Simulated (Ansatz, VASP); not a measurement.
One calculation of HC18Cl, two programs

```
C Cl H
1.0
     7.39800    0.00000    0.00000
    -3.69900    6.40686    0.00000
     0.00000    0.00000   12.00000
C Cl H
18 1 1
Direct
  0.98908 0.97450 0.08412
  0.21152 0.08570 0.08420
  0.99048 0.30682 0.08405
  0.21015 0.41678 0.08414
  0.98819 0.63883 0.08389
  0.21255 0.75103 0.08414
  0.32375 0.97346 0.08420
  0.54341 0.08313 0.08418
  0.32118 0.30536 0.08418
  0.54577 0.41782 0.08405
  0.32241 0.64120 0.08413
  0.54487 0.75243 0.08403
  0.65484 0.97211 0.08414
  0.87925 0.08437 0.08413
  0.65588 0.30771 0.08402
  0.87857 0.41916 0.08379
  0.65722 0.64053 0.08374
  0.87689 0.75015 0.08386
  0.71993 0.48595 0.35997
  0.65051 0.41908 0.25954
```

Alike in both runs: functional LDA; k mesh 2 × 2 × 1; occupations gaussian, width 0.05 eV; no spin polarisation.

Ansatz relaxed the structure, and its values are those at the end. VASP's run is a single point on that final structure, the one shown.

```csv
,VASP,Ansatz
version,VASP 6.6.1,Ansatz 0.2.0
potentials or method,"VASP PAW LDA potentials, release 64 (C, Cl, H), cutoff 520 eV","scalar-relativistic, plane waves, PAW"
valence electrons in the cell,80,80
```

|  | VASP | Ansatz | Ansatz less VASP |
| --- | --- | --- | --- |
| rms of the force components (eV/Å) | 0.019 | 0.006 | -0.0135 |

LDA's correlation is that of Perdew and Zunger in VASP and of Perdew and Wang (1992) in Ansatz. Ansatz's warnings: xc potential rough in thin density.

The k mesh is coarse, so the values compare programs but aren't converged.
